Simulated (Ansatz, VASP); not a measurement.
## One calculation of CO2, two programs

The input POSCAR:

```
CO2
1.0
    5.6300000000      0.0000000000      0.0000000000
    0.0000000000      5.6300000000      0.0000000000
    0.0000000000      0.0000000000      5.6300000000
C O
4 8
Direct
    0.0000000000      0.0000000000      0.0000000000
    0.5000000000      0.0000000000      0.5000000000
    0.5000000000      0.5000000000      0.0000000000
    0.0000000000      0.5000000000      0.5000000000
    0.1080000000      0.1080000000      0.1080000000
    0.3920000000      0.8920000000      0.6080000000
    0.6080000000      0.3920000000      0.8920000000
    0.8920000000      0.6080000000      0.3920000000
    0.8920000000      0.8920000000      0.8920000000
    0.6080000000      0.1080000000      0.3920000000
    0.3920000000      0.6080000000      0.1080000000
    0.1080000000      0.3920000000      0.6080000000
```

Contents of INCAR.step1:

```
SYSTEM = CO2
PREC = Accurate ; ENCUT = 520
ISMEAR = 0 ; SIGMA = 0.1
LREAL = .False. ; LASPH = .True.
NELM = 80 ; NBANDS = 44
GGA = PE ; ALGO = Normal
EDIFF = 1E-4 ; LWAVE = .True.
LCHARG = .False.
```

Contents of INCAR.step2:

```
SYSTEM = CO2
PREC = Accurate ; ENCUT = 520
EDIFF = 1E-7 ; ISMEAR = 0
SIGMA = 0.1 ; LREAL = .False.
LASPH = .True. ; NELM = 80
ALGO = Normal ; ISIF = 2
LWAVE = .False. ; LCHARG = .False.
METAGGA = R2SCAN ; LMIXTAU = .True.
NBANDS = 44 ; ISTART = 1
```

KPOINTS

```
Automatic mesh
0
Gamma
  4 4 4
  0 0 0
```

Input for Ansatz:

```yaml
crystal:
  lattice:
    - [5.63, 0.0, 0.0]
    - [0.0, 5.63, 0.0]
    - [0.0, 0.0, 5.63]
  atoms:
    - { symbol: C, position: [0.0, 0.0, 0.0] }
    - { symbol: C, position: [0.5, 0.0, 0.5] }
    - { symbol: C, position: [0.5, 0.5, 0.0] }
    - { symbol: C, position: [0.0, 0.5, 0.5] }
    - { symbol: O, position: [0.108, 0.108, 0.108] }
    - { symbol: O, position: [0.392, 0.892, 0.608] }
    - { symbol: O, position: [0.608, 0.392, 0.892] }
    - { symbol: O, position: [0.892, 0.608, 0.392] }
    - { symbol: O, position: [0.892, 0.892, 0.892] }
    - { symbol: O, position: [0.608, 0.108, 0.392] }
    - { symbol: O, position: [0.392, 0.608, 0.108] }
    - { symbol: O, position: [0.108, 0.392, 0.608] }
basis:
  ecutwfc: 500
kpoints:
  mp_grid: { grid: [4, 4, 4] }
hamiltonian:
  xc: r2scan
scf:
  occupations: { method: gaussian, width: 0.1 }
output:
  forces: true
  stress: true
  eigenvalues: true
```

Alike in both runs: task single point; functional r2SCAN; k mesh 4 × 4 × 4; occupations gaussian, width 0.1 eV; no spin polarisation.

|  | VASP | Ansatz |
| --- | --- | --- |
| version | VASP 6.6.1 | Ansatz 0.2.0 |
| potentials or method | VASP PAW PBE potentials, release 64 (C, O), cutoff 520 eV | scalar-relativistic, plane waves, PAW |
| valence electrons in the cell | 64 | 64 |

|  | VASP | Ansatz | Ansatz less VASP |
| --- | --- | --- | --- |
| gap on the k mesh at the Fermi level (eV) | 8.35 | 8.36 | +0.004 |
| least direct gap on the mesh (eV) | 8.35 | 8.36 | +0.004 |
| rms of the force components (eV/Å) | 8.721 | 7.998 | -0.7222 |

VASP's potentials were made for PBE, not for r2SCAN. Atom by atom the forces differ by 0.722 eV/Å (rms over components). The functional is the same, so the differences come from potentials, cutoffs and numerics.

Noted on VASP's run: the standard files for N, O and F lose accuracy on very short bonds.
